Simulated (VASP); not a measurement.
Here is a VASP 6.6.1 calculation.

The input INCAR:

```
PREC = Accurate ; ENCUT = 570
EDIFF = 1E-6 ; ISMEAR = -1
SIGMA = 0.08 ; LREAL = F
LASPH = T ; NELM = 120
ALGO = Normal ; ISIF = 2
LWAVE = F ; LCHARG = F
GGA = PE ; NBANDS = 15
GGA_COMPAT = F
```

Contents of KPOINTS:

```
regular mesh
0
Gamma
  16 16 15
```

Contents of POSCAR:

```
Pt
1.0
    2.2934780562      0.0000000000      0.0000000000
   -1.1467390281      1.9862102597      0.0000000000
    0.0000000000      0.0000000000      2.2176488620
Pt
1
Direct
    0.0000000000      0.0000000000      0.0000000000
```

Potentials or basis: VASP PAW PBE potentials, release 64 (Pt_sv_GW).

Run with:

```sh
$ cat potpaw_PBE.64/Pt_sv_GW/POTCAR > POTCAR
$ mpirun -np 1 vasp_std > vasp.out
```

Question: What does it give for the band gap on the k mesh?

Answer: Zero (bands 9 and 10 overlap by 7.02 eV).

Question: Predict the pressure.

Answer: 414.1 GPa.

Caveat: the cell stands under pressure; spin-orbit coupling is left out, which moves the levels of the heavy elements.
